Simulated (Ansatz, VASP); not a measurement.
## Al2O3 in VASP and in Ansatz

```
Al O
1.0
     2.92759    0.00000    0.00000
    -1.46379    2.53537    0.00000
     0.00000    0.00000    9.47681
Al O
2 3
Direct
  0.00000 0.00000 0.14999
  0.00000 0.00000 0.85001
  0.33333 0.66667 0.22232
  0.66667 0.33333 0.00000
  0.33333 0.66667 0.77768
```

Change from the starting cell: strain +0.015 along x and y, +0.015 along z, atoms carried along.

Alike in both runs: task single point; functional LDA; k mesh 12 × 12 × 4; occupations gaussian, width 0.05 eV; no spin polarisation.

|  | VASP | Ansatz |
| --- | --- | --- |
| version | VASP 6.6.1 | Ansatz 0.2.0 |
| potentials or method | VASP PAW LDA potentials, release 64 (Al, O), cutoff 520 eV | scalar-relativistic, plane waves, PAW |
| valence electrons in the cell | 24 | 24 |

Ansatz gave:

- gap on the k mesh at the Fermi level (eV): 4.38
- least direct gap on the mesh (eV): 4.60
- pressure (GPa): -12.2
- traceless stress, the component that is largest in VASP (GPa): 3.68
- rms of the force components (eV/Å): 0.363

**Question.** What did VASP give for the same quantities?

**Answer.** gap on the k mesh at the Fermi level (eV): 4.36; least direct gap on the mesh (eV): 4.59; pressure (GPa): -11.7; traceless stress, the component that is largest in VASP (GPa): 3.26; rms of the force components (eV/Å): 0.356.

LDA's correlation is that of Perdew and Zunger in VASP and of Perdew and Wang (1992) in Ansatz. Atom by atom the forces differ by 0.007 eV/Å (rms over components).
